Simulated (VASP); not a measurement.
**SrTiO3 (Tausonite): single point with r2SCAN**

The system is SrTiO3 (Tausonite).

```
Sr Ti O
1.0
     3.94711    0.00000    0.00000
     0.00000    3.94711    0.00000
     0.00000    0.00000    3.94711
Sr Ti O
1 1 3
Direct
  0.50000 0.50000 0.50000
  0.00000 0.00000 0.00000
  0.50000 0.00000 0.00000
  0.00000 0.50000 0.00000
  0.00000 0.00000 0.50000
```

```
Program                : VASP 6.6.1
Task                   : single point
Functional             : r2SCAN
Potentials or basis    : VASP PAW PBE potentials, release 64 (Sr_sv, Ti_sv, O)
Cutoff                 : 520 eV
k mesh                 : 8 × 8 × 8
Occupations            : gaussian, width 0.02 eV
Spin                   : no spin polarisation
Dipole correction      : no
Further INCAR settings : ALGO = Normal; EDIFF = 1e-06; NBANDS = 28
```

```
Pressure               : -4.6 GPa
Band gap on the k mesh : 2.20 eV, indirect (least direct gap 2.60 eV)
```

Levels at points of the mesh, in eV from the valence-band top:
```tsv
k point	band 18	band 19	band 20	band 21	band 22	band 23
(0.00, 0.00, 0.00)	-0.40	-0.40	-0.40	2.20	2.20	2.20
(0.50, 0.00, 0.00)	-1.91	-0.77	-0.77	2.35	4.00	4.00
(0.50, 0.50, 0.00)	-1.57	-1.57	-0.09	4.01	4.01	4.48
(0.50, 0.50, 0.50)	0.00	0.00	0.00	4.67	4.67	4.67
```

It took 4.8 min on 1 thread of Intel(R) Xeon(R) Platinum 8488C (Sapphire Rapids) (shared host), peak memory 0.2 GiB.

Caveat: the PAW data sets were made with another functional, which shifts forces and pressure a little. A k mesh can miss the band edges.
